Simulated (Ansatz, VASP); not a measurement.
Two plane-wave programs on CuO2

File INCAR:

```
PREC = Accurate ; ENCUT = 700
EDIFF = 1E-6 ; ISMEAR = -1
SIGMA = 0.05 ; LREAL = False
LASPH = True ; NELM = 120
ALGO = Normal ; ISIF = 2
LWAVE = False ; LCHARG = False
GGA = PS ; NBANDS = 40
GGA_COMPAT = False
```

KPOINTS

```
Automatic mesh
0
Gamma
  9 9 5
```

File POSCAR:

```
CuO2
1.0
    1.3561104000     -5.0023171200      0.0000000000
    1.3561104000      5.0023171200      0.0000000000
    0.0000000000      0.0000000000      4.3434240000
Cu O
2 4
Direct
    0.1672530000      0.8327470000      0.7500000000
    0.8327470000      0.1672530000      0.2500000000
    0.7889700000      0.2110300000      0.7500000000
    0.2110300000      0.7889700000      0.2500000000
    0.5514860000      0.4485140000      0.7500000000
    0.4485140000      0.5514860000      0.2500000000
```

input.yaml

```yaml
crystal:
  lattice:
    - [1.3561104, -5.00231712, 0.0]
    - [1.3561104, 5.00231712, 0.0]
    - [0.0, 0.0, 4.343424]
  atoms:
    - { symbol: Cu, position: [0.167253, 0.832747, 0.75] }
    - { symbol: Cu, position: [0.832747, 0.167253, 0.25] }
    - { symbol: O, position: [0.78897, 0.21103, 0.75] }
    - { symbol: O, position: [0.21103, 0.78897, 0.25] }
    - { symbol: O, position: [0.551486, 0.448514, 0.75] }
    - { symbol: O, position: [0.448514, 0.551486, 0.25] }
hamiltonian:
  xc: pbesol
  pseudopotentials: { kind: paw }
kpoints:
  mp_grid: { grid: [9, 9, 5] }
  band_path:
    path:
      - [[0.0, 0.0, 0.0], [0.2683733209, 0.2683733209, 0.0], [0.0, 0.5, 0.0], [0.0, 0.5, 0.5], [0.2683733209, 0.2683733209, 0.5], [0.0, 0.0, 0.5], [0.0, 0.0, 0.0], [-0.5, 0.5, 0.0], [-0.2683733209, 0.7316266791, 0.0], [-0.2683733209, 0.7316266791, 0.5], [-0.5, 0.5, 0.5], [-0.5, 0.5, 0.0]]
      - [[0.0, 0.0, 0.5], [-0.5, 0.5, 0.5]]
    npoints: 14
scf:
  occupations: { method: fermi_dirac, width: 0.05 }
  n_extra_bands: 15
output:
  forces: true
  stress: true
  eigenvalues: true
  fatbands: true
```

Alike in both runs: functional PBEsol; k mesh 9 × 9 × 5; occupations fermi-dirac, width 0.05 eV; no spin polarisation.

|  | VASP | Ansatz |
| --- | --- | --- |
| version | VASP 6.6.1 | Ansatz 0.2.0 |
| potentials or method | VASP PAW PBE potentials, release 64 (Cu_sv_GW, O) | Ansatz PAW |
| plane-wave cutoff (eV) | 700 | 420 |
| valence electrons in the cell | 62 | 62 |
| task | single point | band structure |

Ansatz gave:

| Item | Value |
| --- | --- |
| gap on the k mesh at the Fermi level (eV) | none |
| pressure (GPa) | 8.1 |
| traceless stress, the component that is largest in VASP (GPa) | -6.62 |
| rms of the force components (eV/Å) | 0.356 |

Task: Which values does VASP return?

Result: gap on the k mesh at the Fermi level (eV): none; pressure (GPa): 6.3; traceless stress, the component that is largest in VASP (GPa): -7.15; rms of the force components (eV/Å): 0.380.

VASP's potentials were made for PBE, not for PBEsol. Atom by atom the forces differ by 0.023 eV/Å (rms over components). A gap of «none» marks a metal or a gap that the smearing closes.
